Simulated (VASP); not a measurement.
Here is a VASP 6.6.1 calculation.

Contents of INCAR:

```
PREC = Accurate ; ENCUT = 600
EDIFF = 1E-6 ; ISMEAR = 0
SIGMA = 0.05 ; LREAL = F
LASPH = T ; NELM = 60
ALGO = Normal ; ISIF = 8
LWAVE = F ; LCHARG = F
GGA = CA ; IBRION = 2
NSW = 50 ; EDIFFG = -0.01
```

File KPOINTS:

```
regular mesh
0
Gamma
  6 6 6
```

File POSCAR:

```
Ba
1.0
   -2.5065000000      2.5065000000      2.5065000000
    2.5065000000     -2.5065000000      2.5065000000
    2.5065000000      2.5065000000     -2.5065000000
Ba
1
Direct
    0.0000000000      0.0000000000      0.0000000000
```

Potentials or basis: VASP PAW LDA potentials, release 64 (Ba_sv).

The run is started by

```bash
$ cat potpaw_LDA.64/Ba_sv/POTCAR > POTCAR
$ mpirun -np 1 vasp_std > vasp.out
```

Task: What does it give for the relaxed cell?

Result: a = 4.157 Å, b = 4.157 Å, c = 4.157 Å, α = 109.47°, β = 109.47°, γ = 109.47°.

Task: What does it give for the band gap on the k mesh?

Result: Zero (bands 5 and 6 overlap by 0.85 eV).

Step by step:
```
step  energy change (eV)  largest force (eV/Å)  pressure (GPa)  volume (Å³)
   1              0.0000                0.0000           -1.11        62.99
   2             -0.0220                0.0000           -0.68        59.08
   3             -0.0306                0.0000           -0.02        55.30
```

Caveat: spin-orbit coupling is left out, which moves the levels of the heavy elements. LDA usually gives volumes a few per cent too small.
